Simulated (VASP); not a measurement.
# Rb (Im-3m) in VASP: notebook

Runs on Rb. Level: PBE. Tasks: single point.

All numbers are computed with VASP 6.6.1; they aren't measurements. Logs are shortened: lines on timing, memory, paths and dates and some standing lists are left out, and cuts for length are marked.

### Step 1. The cell of the first run

The structure is cubic, space group Im-3m (No. 229). The conventional cell has a = 5.672 Å, b = 5.672 Å, c = 5.672 Å, α = 90.00°, β = 90.00°, γ = 90.00°.

### Step 2. Single point, PBE

File INCAR:

```
SYSTEM = Rb
ALGO = Normal
EDIFF = 1E-6
ENCUT = 520
GGA = PE
ISIF = 2
ISMEAR = 0
LASPH = .True.
LCHARG = .False.
LREAL = .False.
LWAVE = .False.
NBANDS = 10
NELM = 60
PREC = Accurate
SIGMA = 1.0
```

File KPOINTS:

```
k-points
0
Gamma
  8 8 8
  0 0 0
```

File POSCAR:

```
Rb
1.0
   -2.8359049291      2.8359049291      2.8359049291
    2.8359049291     -2.8359049291      2.8359049291
    2.8359049291      2.8359049291     -2.8359049291
Rb
1
Direct
    0.0000000000      0.0000000000      0.0000000000
```

Potentials or basis: VASP PAW PBE potentials, release 64 (Rb_sv).

Run with:

```bash
$ cat potpaw_PBE.64/Rb_sv/POTCAR > POTCAR
$ mpirun -np 1 vasp_std > vasp.out
```

OUTCAR:

```text
SYSTEM = Rb
   EDIFF = 1E-6
   ENCUT = 520
   GGA = PE
   ISIF = 2
   ISMEAR = 0
   LASPH = .True.
   LREAL = .False.
   NELM = 60
   PREC = Accurate

 ion  position               nearest neighbor table
   1  0.000  0.000  0.000-

  LATTYP: Found a body centered cubic cell.
 ALAT       =     5.6718098582

  Lattice vectors:

 A1 = (  -2.8359049291,   2.8359049291,   2.8359049291)
 A2 = (   2.8359049291,  -2.8359049291,   2.8359049291)
 A3 = (   2.8359049291,   2.8359049291,  -2.8359049291)

Analysis of symmetry for initial positions (statically):
=====================================================================
 Subroutine PRICEL returns:
 Original cell was already a primitive cell.

 Routine SETGRP: Setting up the symmetry group for a
 body centered cubic supercell.

 Subroutine GETGRP returns: Found 48 space group operations
 (whereof 48 operations were pure point group operations)
 out of a pool of 48 trial point group operations.

The static configuration has the point symmetry O_h .

Analysis of symmetry for dynamics (positions and initial velocities):
=====================================================================
 Subroutine PRICEL returns:
 Original cell was already a primitive cell.

 Routine SETGRP: Setting up the symmetry group for a
 body centered cubic supercell.

 Subroutine GETGRP returns: Found 48 space group operations
 (whereof 48 operations were pure point group operations)
 out of a pool of 48 trial point group operations.

The dynamic configuration has the point symmetry O_h .

 Subroutine INISYM returns: Found 48 space group operations
 (whereof 48 operations are pure point group operations),
 and found     1 'primitive' translations

----------------------------------------------------------------------------------------

                                     Primitive cell

  volume of cell :      91.2294

  direct lattice vectors                    reciprocal lattice vectors
    -2.835904929  2.835904929  2.835904929     0.000000000  0.176310565  0.176310565
     2.835904929 -2.835904929  2.835904929     0.176310565  0.000000000  0.176310565
     2.835904929  2.835904929 -2.835904929     0.176310565  0.176310565  0.000000000

  length of vectors
     4.911931423  4.911931423  4.911931423     0.249340792  0.249340792  0.249340792

  position of ions in fractional coordinates (direct lattice)
[... 75 lines left out ...]
   ENCUT  =  520.0 eV  38.22 Ry    6.18 a.u.   9.13  9.13  9.13*2*pi/ulx,y,z
   NELM   =     60;   NELMIN=  2; NELMDL= -5     # of ELM steps
   EDIFF  = 0.1E-05   stopping-criterion for ELM
   LREAL  =      F    real-space projection
   EDIFFG = 0.1E-04   stopping-criterion for IOM
   NSW    =      0    number of steps for IOM
   IBRION =     -1    ionic relax: 0-MD 1-quasi-New 2-CG
   NFREE  =      0    steps in history (QN), initial steepest desc. (CG)
   ISIF   =      2    stress and relaxation
   ISYM   =      2    0-nonsym 1-usesym 2-fastsym
   POTIM  = 0.5000    time-step for ionic-motion
   TEBEG  =    0.0;   TEEND  =   0.0 temperature during run
   PSTRESS=    0.0 pullay stress
   NELECT =       9.0000    total number of electrons
   NUPDOWN=      -1.0000    fix difference up-down
   EMIN   =  10.00;   EMAX   =-10.00  energy-range for DOS
   EFERMI =   0.00;   METHOD = LEGACY
   ISMEAR =     0;   SIGMA  =   1.00  broadening in eV -4-tet -1-fermi 0-gaus
   EFERMI_NEDOS =   21; number of points for ismear=-14 and -15
   IALGO  =     38    algorithm
   IMIX   =      4    mixing-type and parameters
     AMIX     =   0.40;   BMIX     =  1.00
     AMIX_MAG =   1.60;   BMIX_MAG =  1.00
  volume/ion in A,a.u.               =      91.23       615.65
  Fermi-wavevector in a.u.,A,eV,Ry     =   0.756445  1.429474  7.785376  0.572209
  Thomas-Fermi vector in A             =   1.854567
   LORBIT       =      0    0 simple, 1 ext, 2 COOP (PROOUT), +10 PAW based schemes
   GGA     = PE    functional components
   LHFCALC =     F    Hartree Fock is set to
   AEXX    =    0.0000 exact exchange contribution
   IVDW    =     0    specifies the selected vdW correction
   LEPSILON=     F    determine dielectric tensor
   LRPA    =     F    only Hartree local field effects (RPA)
 non-spin polarized calculation
 Gauss-broadening in eV      SIGMA  =   1.00
  energy-cutoff  :      520.00
  volume of cell :       91.23
 maximum number of plane-waves:      2491
 NGX is ok and might be reduce to    40
   NGX = 19   NGY = 19   NGZ = 19

 number of electron       9.0000000 magnetization

 Free energy of the ion-electron system (eV)
  ---------------------------------------------------
  ext. energy  EPLUGINS =         0.00000000
  ---------------------------------------------------
  free energy    TOTEN  =        -1.15744384 eV

  energy without entropy =       -0.72209913  energy(sigma->0) =       -0.93977148

 E-fermi :  -0.1106     XC(G=0):  -5.4584

 val. band max:       -0.1520287729   @ k =   0.2500   0.1250   0.1250
 cond. band min:      -0.0114226767   @ k =   0.2500   0.2500   0.0000
 fundamental gap:      0.1406060962
 Fermi energy:        -0.1105555137

 k-point     1 :       0.0000    0.0000    0.0000
  band No.  band energies     occupation
      1     -28.8902      2.00000
      2     -12.9338      2.00000
      3     -12.9338      2.00000
      4     -12.9338      2.00000
      5      -1.9603      1.99110
      6       3.6885      0.00000
      7       3.6885      0.00000
      8       3.6885      0.00000
      9       4.6154      0.00000
     10       4.6154      0.00000
[... 287 lines left out ...]
 k-point    24 :      -0.3750    0.3750    0.2500
  band No.  band energies     occupation
      1     -28.8850      2.00000
      2     -13.0044      2.00000
      3     -12.9787      2.00000
      4     -12.9691      2.00000
      5       0.1205      0.74380
      6       1.6978      0.01055
      7       2.9247      0.00002
      8       2.9650      0.00001
      9       4.0083      0.00000
     10       5.1620      0.00000

 [... further k-points ...]
[... 5 lines left out ...]
  --------------------------------------------------------------------------------------
  -------------------------------------------------------------------------------------
  Total        0.0753882      0.0753882      0.0753882     -0.0000000     -0.0000000      0.0000000
  in kB        1.3239721      1.3239721      1.3239721     -0.0000000     -0.0000000      0.0000000
  external PRESSURE =       1.3239721 kB  Pullay stress =       0.0000000 kB

 VOLUME and BASIS-vectors are now :
 -----------------------------------------------------------------------------
  energy-cutoff  :      520.00
  volume of cell :       91.23
      direct lattice vectors                 reciprocal lattice vectors
    -2.835904929  2.835904929  2.835904929     0.000000000  0.176310565  0.176310565
     2.835904929 -2.835904929  2.835904929     0.176310565  0.000000000  0.176310565
     2.835904929  2.835904929 -2.835904929     0.176310565  0.176310565  0.000000000

 POSITION                                       TOTAL-FORCE (eV/Angst)
 -----------------------------------------------------------------------------------
      0.00000      0.00000      0.00000         0.000000      0.000000     -0.000000
 -----------------------------------------------------------------------------------
    total drift:                               -0.000000     -0.000000     -0.000000

  FREE ENERGIE OF THE ION-ELECTRON SYSTEM (eV)
  ---------------------------------------------------
  free  energy   TOTEN  =        -1.1574438426 eV

  energy  without entropy=       -0.7220991253  energy(sigma->0) =       -0.93977148
```

OSZICAR:

```text
N       E                     dE             d eps       ncg     rms          rms(c)
DAV:   1     0.433262181598E+02    0.43326E+02   -0.32908E+03   580   0.656E+02
DAV:   2     0.178747173927E+01   -0.41539E+02   -0.40829E+02   632   0.127E+02
DAV:   3    -0.991922745874E+00   -0.27794E+01   -0.27734E+01   756   0.330E+01
DAV:   4    -0.115344847744E+01   -0.16153E+00   -0.16127E+00   826   0.664E+00
DAV:   5    -0.115536444367E+01   -0.19160E-02   -0.19159E-02   766   0.795E-01    0.133E+00
DAV:   6    -0.115620121372E+01   -0.83677E-03   -0.20453E-03   810   0.265E-01    0.792E-01
DAV:   7    -0.115729910544E+01   -0.10979E-02   -0.29649E-03   678   0.321E-01    0.450E-02
DAV:   8    -0.115742674124E+01   -0.12764E-03   -0.10542E-04   692   0.763E-02    0.208E-02
DAV:   9    -0.115744402563E+01   -0.17284E-04   -0.16928E-05   720   0.310E-02    0.572E-03
DAV:  10    -0.115744384264E+01    0.18299E-06   -0.36426E-06   832   0.108E-02
   1 F= -.11574438E+01 E0= -.93977148E+00  d E =-.435345E+00
```

Run time: 38 s. Hardware: 1 thread of AMD EPYC 7R13, shared host; peak memory 0.2 GiB.

Results:

| Item | Value |
| --- | --- |
| Free energy | -1.1574 eV |
| Pressure | 0.1 GPa |

Levels at points of the mesh, in eV from the Fermi level:
```
           k point  band 1  band 2  band 3  band 4  band 5  band 6  band 7  band 8
(0.00, 0.00, 0.00)  -28.78  -12.82  -12.82  -12.82   -1.85    3.80    3.80    3.80
(0.50, 0.00, 0.00)  -28.78  -12.92  -12.85  -12.82    0.36    0.90    2.71    4.37
(0.50, 0.50, 0.50)  -28.77  -12.89  -12.89  -12.89    1.38    1.38    3.37    3.37
```

### Step 3. Single point, PBE

File INCAR:

```
PREC = Accurate
ENCUT = 520
EDIFF = 1E-6
ISMEAR = 1
SIGMA = 0.01
LREAL = False
LASPH = True
NELM = 100
ALGO = Normal
ISIF = 2
LWAVE = False
LCHARG = False
GGA = PE
NBANDS = 10
```

File KPOINTS:

```
regular mesh
0
Gamma
  8 8 8
```

POSCAR is that of step 2.

Potentials or basis: VASP PAW PBE potentials, release 64 (Rb_sv).

Run with:

```bash
$ cat potpaw_PBE.64/Rb_sv/POTCAR > POTCAR
$ mpirun -np 1 vasp_std > vasp.out
```

Wall time 35 s (1 thread of AMD EPYC 7R13, shared host); peak memory 0.2 GiB.

It converged, with:

* Free energy: -0.9289 eV
* Pressure: 0.0 GPa

Levels at points of the mesh, in eV from the Fermi level:
| k point | band 1 | band 2 | band 3 | band 4 | band 5 | band 6 | band 7 | band 8 |
| --- | --- | --- | --- | --- | --- | --- | --- | --- |
| (0.00, 0.00, 0.00) | -28.98 | -13.02 | -13.02 | -13.02 | -2.04 | 3.60 | 3.60 | 3.60 |
| (0.50, 0.00, 0.00) | -28.97 | -13.12 | -13.05 | -13.02 | 0.17 | 0.70 | 2.51 | 4.17 |
| (0.50, 0.50, 0.50) | -28.97 | -13.09 | -13.09 | -13.09 | 1.19 | 1.19 | 3.17 | 3.17 |

### Step 4. Single point, PBE

File INCAR:

```
PREC     = Accurate       # precision mode
ENCUT    = 520            # plane-wave cutoff, eV
EDIFF    = 1E-6           # SCF threshold, eV
ISMEAR   = 1              # smearing method
SIGMA    = 0.03           # smearing width, eV
LREAL    = F              # projectors in reciprocal space
LASPH    = T              # aspherical terms in the spheres
NELM     = 60             # most SCF steps
ALGO     = Normal         # electronic algorithm
ISIF     = 2              # what is computed and relaxed
LWAVE    = F              # write WAVECAR
LCHARG   = F              # write CHGCAR
GGA      = PE             # functional
NBANDS   = 10             # bands
```

KPOINTS is that of step 3.

POSCAR is that of step 3.

Run with:

```bash
$ cat potpaw_PBE.64/Rb_sv/POTCAR > POTCAR
$ mpirun -np 1 vasp_std > vasp.out
```

It took 39 s on 1 thread of AMD EPYC 7R13, shared host; peak memory 0.2 GiB.

It converged, with:

- Free energy: -0.9291 eV
- Pressure: 0.0 GPa

Levels at points of the mesh, in eV from the Fermi level:
| k point | band 1 | band 2 | band 3 | band 4 | band 5 | band 6 | band 7 | band 8 | band 9 |
| --- | --- | --- | --- | --- | --- | --- | --- | --- | --- |
| (0.00, 0.00, 0.00) | -28.97 | -13.01 | -13.01 | -13.01 | -2.03 | 3.61 | 3.61 | 3.61 | 4.54 |
| (0.50, 0.00, 0.00) | -28.97 | -13.11 | -13.04 | -13.01 | 0.17 | 0.71 | 2.52 | 4.18 | 5.09 |
| (0.50, 0.50, 0.50) | -28.96 | -13.08 | -13.08 | -13.08 | 1.19 | 1.19 | 3.18 | 3.18 | 3.18 |

### Step 5. Single point, PBE

File INCAR:

```
  PREC = Accurate
  ENCUT = 520
  EDIFF = 1E-7
  ISMEAR = 1
  SIGMA = 0.1
  LREAL = F
  LASPH = T
  NELM = 80
  ALGO = Normal
  ISIF = 2
  LWAVE = F
  LCHARG = F
  GGA = PE
  NBANDS = 10
```

File KPOINTS:

```
Automatic mesh
0
Gamma
  8 8 8
```

POSCAR is that of step 4.

Potentials or basis: VASP PAW PBE potentials, release 64 (Rb_sv).

Run with:

```bash
$ cat potpaw_PBE.64/Rb_sv/POTCAR > POTCAR
$ mpirun -np 1 vasp_std > vasp.out
```

OUTCAR:

```text
PREC = Accurate
   ENCUT = 520
   EDIFF = 1E-7
   ISMEAR = 1
   LREAL = F
   LASPH = T
   NELM = 80
   ISIF = 2
   GGA = PE

 ion  position               nearest neighbor table
   1  0.000  0.000  0.000-

  LATTYP: Found a body centered cubic cell.
 ALAT       =     5.6718098582

  Lattice vectors:

 A1 = (  -2.8359049291,   2.8359049291,   2.8359049291)
 A2 = (   2.8359049291,  -2.8359049291,   2.8359049291)
 A3 = (   2.8359049291,   2.8359049291,  -2.8359049291)

Analysis of symmetry for initial positions (statically):
=====================================================================
 Subroutine PRICEL returns:
 Original cell was already a primitive cell.

 Routine SETGRP: Setting up the symmetry group for a
 body centered cubic supercell.

 Subroutine GETGRP returns: Found 48 space group operations
 (whereof 48 operations were pure point group operations)
 out of a pool of 48 trial point group operations.

The static configuration has the point symmetry O_h .

Analysis of symmetry for dynamics (positions and initial velocities):
=====================================================================
 Subroutine PRICEL returns:
[... 158 lines left out ...]
 val. band max:       -0.0135913016   @ k =   0.2500   0.2500   0.0000
 cond. band min:       0.0852094607   @ k =   0.3750   0.1250  -0.0000
 fundamental gap:      0.0988007623
 Fermi energy:         0.0433888433

 k-point     1 :       0.0000    0.0000    0.0000
  band No.  band energies     occupation
      1     -28.8971      2.00000
      2     -12.9397      2.00000
      3     -12.9397      2.00000
      4     -12.9397      2.00000
      5      -1.9625      2.00000
      6       3.6824      0.00000
      7       3.6824      0.00000
      8       3.6824      0.00000
      9       4.6150      0.00000
     10       4.6150      0.00000
[... 287 lines left out ...]
 k-point    24 :      -0.3750    0.3750    0.2500
  band No.  band energies     occupation
      1     -28.8919      2.00000
      2     -13.0103      2.00000
      3     -12.9847      2.00000
      4     -12.9751      2.00000
      5       0.1188      0.04551
      6       1.6973     -0.00000
      7       2.9218      0.00000
      8       2.9603      0.00000
      9       4.0053      0.00000
     10       5.1566      0.00000

 [... further k-points ...]
[... 5 lines left out ...]
  --------------------------------------------------------------------------------------
  -------------------------------------------------------------------------------------
  Total        0.0028084      0.0028084      0.0028084     -0.0000000     -0.0000000      0.0000000
  in kB        0.0493219      0.0493219      0.0493219     -0.0000000     -0.0000000      0.0000000
  external PRESSURE =       0.0493219 kB  Pullay stress =       0.0000000 kB

 VOLUME and BASIS-vectors are now :
 -----------------------------------------------------------------------------
  energy-cutoff  :      520.00
  volume of cell :       91.23
      direct lattice vectors                 reciprocal lattice vectors
    -2.835904929  2.835904929  2.835904929     0.000000000  0.176310565  0.176310565
     2.835904929 -2.835904929  2.835904929     0.176310565  0.000000000  0.176310565
     2.835904929  2.835904929 -2.835904929     0.176310565  0.176310565  0.000000000

 POSITION                                       TOTAL-FORCE (eV/Angst)
 -----------------------------------------------------------------------------------
      0.00000      0.00000      0.00000         0.000000      0.000000     -0.000000
 -----------------------------------------------------------------------------------
    total drift:                               -0.000000     -0.000000     -0.000000

  FREE ENERGIE OF THE ION-ELECTRON SYSTEM (eV)
  ---------------------------------------------------
  free  energy   TOTEN  =        -0.9295066519 eV

  energy  without entropy=       -0.9280512808  energy(sigma->0) =       -0.92902153
```

OSZICAR:

```text
N       E                     dE             d eps       ncg     rms          rms(c)
DAV:   1     0.435388037978E+02    0.43539E+02   -0.32908E+03   580   0.656E+02
DAV:   2     0.201906256215E+01   -0.41520E+02   -0.40716E+02   632   0.127E+02
DAV:   3    -0.759931582872E+00   -0.27790E+01   -0.27745E+01   756   0.330E+01
DAV:   4    -0.925932134989E+00   -0.16600E+00   -0.16581E+00   826   0.674E+00
DAV:   5    -0.927884370120E+00   -0.19522E-02   -0.19521E-02   766   0.810E-01    0.123E+00
DAV:   6    -0.928454408100E+00   -0.57004E-03   -0.20612E-03   818   0.257E-01    0.741E-01
DAV:   7    -0.929375656420E+00   -0.92125E-03   -0.30387E-03   666   0.318E-01    0.472E-02
DAV:   8    -0.929490169586E+00   -0.11451E-03   -0.10190E-04   694   0.757E-02    0.230E-02
DAV:   9    -0.929506837387E+00   -0.16668E-04   -0.18474E-05   732   0.331E-02    0.520E-03
DAV:  10    -0.929506592097E+00    0.24529E-06   -0.41478E-06   816   0.117E-02    0.953E-04
DAV:  11    -0.929506651865E+00   -0.59768E-07   -0.14757E-07   642   0.237E-03
   1 F= -.92950665E+00 E0= -.92902153E+00  d E =-.145537E-02
```

Run time: 42 s. Hardware: 1 thread of AMD EPYC 7R13, shared host; peak memory 0.2 GiB.

Results:

* Free energy: -0.9295 eV
* Pressure: 0.0 GPa

Levels at points of the mesh, in eV from the Fermi level:
| k point | band 1 | band 2 | band 3 | band 4 | band 5 | band 6 | band 7 | band 8 | band 9 |
| --- | --- | --- | --- | --- | --- | --- | --- | --- | --- |
| (0.00, 0.00, 0.00) | -28.94 | -12.98 | -12.98 | -12.98 | -2.01 | 3.64 | 3.64 | 3.64 | 4.57 |
| (0.50, 0.00, 0.00) | -28.94 | -13.08 | -13.01 | -12.98 | 0.20 | 0.74 | 2.55 | 4.21 | 5.12 |
| (0.50, 0.50, 0.50) | -28.93 | -13.05 | -13.05 | -13.05 | 1.22 | 1.22 | 3.21 | 3.21 | 3.21 |

### Step 6. The runs side by side

```tsv
smearing	gap on the mesh (eV)	pressure (GPa)
gaussian 1 eV	none	0.1
methfessel-paxton 0.01 eV	none	0.0
methfessel-paxton 0.03 eV	none	0.0
methfessel-paxton 0.1 eV	none	0.0
```

Alike in all rows: task single point; level PBE; potentials or basis VASP PAW PBE potentials, release 64 (Rb_sv); no spin polarisation; cell as given; k mesh 8 × 8 × 8; cutoff (eV) 520.

Every run on the cell as given and a fine mesh finds a metal.

Total energies depend on the potentials used, so only differences within one code and one set of settings carry meaning.
